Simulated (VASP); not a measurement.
The system is Ga3Se.

```
Se Ga
1.0
     4.37256    0.00000    0.00000
     0.00000    4.37256    0.00000
     0.00000    0.00000    4.37256
Se Ga
1 3
Direct
  0.00000 0.00000 0.00000
  0.50000 0.50000 0.00000
  0.50000 0.00000 0.50000
  0.00000 0.50000 0.50000
```

Base run:

```yaml
Program: VASP 6.6.1
Functional: PBE
Potentials_or_basis: VASP PAW PBE potentials, release 64 (Se, Ga_d)
Cutoff: 520 eV
k_mesh: 6 × 6 × 6
Occupations: fermi-dirac, width 0.05 eV
Spin: no spin polarisation
```

Its results: pressure 1.3 GPa.

Problem. The run is repeated on the same cell with these changes: functional from PBE to LDA; potentials or basis from VASP PAW PBE potentials, release 64 (Se, Ga_d) to VASP PAW LDA potentials, release 64 (Se, Ga_d). What comes out?

Solution. Pressure -3.4 GPa.
